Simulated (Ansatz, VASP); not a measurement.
**GeSb2Te4: VASP beside Ansatz**

File INCAR:

```
ALGO     = Normal         # electronic algorithm
EDIFF    = 1E-6           # SCF threshold, eV
ENCUT    = 520            # plane-wave cutoff, eV
GGA      = PE             # functional
ISIF     = 2              # what is computed and relaxed
ISMEAR   = 0              # smearing method
IVDW     = 12             # dispersion correction
LASPH    = True           # aspherical terms in the spheres
LCHARG   = True           # write CHGCAR
LELF     = True           # ELF
LREAL    = False          # projectors in reciprocal space
LVHAR    = True         
LWAVE    = False          # write WAVECAR
NBANDS   = 33             # bands
NELM     = 60             # most SCF steps
PREC     = Accurate       # precision mode
SIGMA    = 0.1            # smearing width, eV
```

Contents of KPOINTS:

```
k-points
0
Gamma
  6 6 6
```

The input POSCAR:

```
GeSb2Te4
1.0
    2.1547300800      1.2440339900     13.8970814100
   -2.1547300800      1.2440339900     13.8970814100
    0.0000000000     -2.4880679800     13.8970814100
Ge Sb Te
1 2 4
Direct
    0.5704570000      0.5704570000      0.5704570000
    0.4265280000      0.4265280000      0.4265280000
    0.9979880000      0.9979880000      0.9979880000
    0.8697700000      0.8697700000      0.8697700000
    0.1341650000      0.1341650000      0.1341650000
    0.7113700000      0.7113700000      0.7113700000
    0.2897210000      0.2897210000      0.2897210000
```

Input for Ansatz:

```yaml
crystal:
  lattice:
    - [2.15473008, 1.24403399, 13.89708141]
    - [-2.15473008, 1.24403399, 13.89708141]
    - [0.0, -2.48806798, 13.89708141]
  atoms:
    - { symbol: Ge, position: [0.570457, 0.570457, 0.570457] }
    - { symbol: Sb, position: [0.426528, 0.426528, 0.426528] }
    - { symbol: Sb, position: [0.997988, 0.997988, 0.997988] }
    - { symbol: Te, position: [0.86977, 0.86977, 0.86977] }
    - { symbol: Te, position: [0.134165, 0.134165, 0.134165] }
    - { symbol: Te, position: [0.71137, 0.71137, 0.71137] }
    - { symbol: Te, position: [0.289721, 0.289721, 0.289721] }
basis:
  ecutwfc: 420
kpoints:
  mp_grid: { grid: [6, 6, 6] }
hamiltonian:
  xc: pbe
  dispersion: d3bj
  pseudopotentials: { kind: paw, azcp: { folder: soft_1 } }
scf:
  occupations: { method: gaussian, width: 0.1 }
output:
  forces: true
  stress: true
  eigenvalues: true
```

Alike in both runs: task single point; functional PBE; dispersion D3(BJ); k mesh 6 × 6 × 6; occupations gaussian, width 0.1 eV; no spin polarisation.

|  | VASP | Ansatz |
| --- | --- | --- |
| version | VASP 6.6.1 | Ansatz 0.2.0 |
| potentials or method | VASP PAW PBE potentials, release 64 (Ge_d, Sb, Te), cutoff 520 eV | scalar-relativistic, plane waves, PAW |
| valence electrons in the cell | 48 | 108 |

```tsv
	VASP	Ansatz	Ansatz less VASP
gap on the k mesh at the Fermi level (eV)	0.35	0.36	+0.010
least direct gap on the mesh (eV)	0.42	0.42	-0.004
pressure (GPa)	-1.8	-1.8	+0.02
traceless stress, the component that is largest in VASP (GPa)	0.21	0.21	0.000
rms of the force components (eV/Å)	0.027	0.032	+0.0052
```

Atom by atom the forces differ by 0.009 eV/Å (rms over components). VASP's potentials hold 48 valence electrons a cell and Ansatz's 108, so a difference there can come from the potentials and not from the codes. Ansatz's warnings: dispersion switch in reach.

Neither program's run includes spin-orbit coupling.
